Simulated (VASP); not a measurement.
Co:

```
CELL_PARAMETERS angstrom
2.47200 0.00000 0.00000
-1.23600 2.14081 0.00000
0.00000 0.00000 4.02114
ATOMIC_POSITIONS crystal
Co 0.66667 0.33333 0.75000
Co 0.33333 0.66667 0.25000
```

Base run:

```yaml
Program: VASP 6.6.1
Functional: PBEsol
Potentials_or_basis: VASP PAW PBE potentials, release 64 (Co_sv)
Cutoff: 690 eV
k_mesh: 10 × 10 × 6
Occupations: fermi-dirac, width 0.05 eV
Spin: collinear spin, zero start
Starting_moments: "[0.0, 0.0] μB"
Fixed_moment: 0 μB
```

Its results: pressure -18.6 GPa.

Question: The run is repeated on the same cell with these changes: functional from PBEsol to PBE. What comes out?

Answer: Pressure -8.3 GPa.

PBE binds less tightly than PBEsol, so the same cell stands under more pressure.

Caveats: the cell stands under tension; the total moment is fixed, so each spin has its own Fermi level; the PAW data sets were made with another functional, which shifts forces and pressure a little (at least some runs).
